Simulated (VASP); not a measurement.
Input of a VASP 6.6.1 run:

Contents of INCAR:

```
SYSTEM = Y
PREC = Accurate
ENCUT = 520
EDIFF = 1E-8
ISMEAR = -1
SIGMA = 0.08
LREAL = .FALSE.
LASPH = .TRUE.
NELM = 80
ALGO = Normal
ISIF = 2
LWAVE = .FALSE.
LCHARG = .FALSE.
LEFG = .TRUE.
NBANDS = 18
```

The input KPOINTS:

```
regular mesh
0
G
  12 12 7
  0 0 0
```

The input POSCAR:

```
Y
1.0
    3.5769579286      0.0000000000      0.0000000000
   -1.7884789643      3.0977364344      0.0000000000
    0.0000000000      0.0000000000      5.6300732012
Y
2
Direct
    0.3333333333      0.6666666667      0.2500000000
    0.6666666667      0.3333333333      0.7500000000
```

Potentials or basis: VASP PAW LDA potentials, release 64 (Y_sv).

Run with:

```console
$ cat potpaw_LDA.64/Y_sv/POTCAR > POTCAR
$ mpirun -np 1 vasp_std > vasp.out
```

Q: What does it give for the band gap on the k mesh?

A: Zero (band 11 reaches 4.19 eV, above the bottom of band 12 at 2.68 eV).

Q: Estimate the pressure.

A: -1.8 GPa.

Stress tensor (GPa, compression positive):
```
-1.64  0.00  0.00
 0.00 -1.64  0.00
 0.00  0.00 -2.13
```

Caveat: without QUAD_EFG the Cq values of the log hold for a quadrupole moment of 1 mb, not for the nuclei.
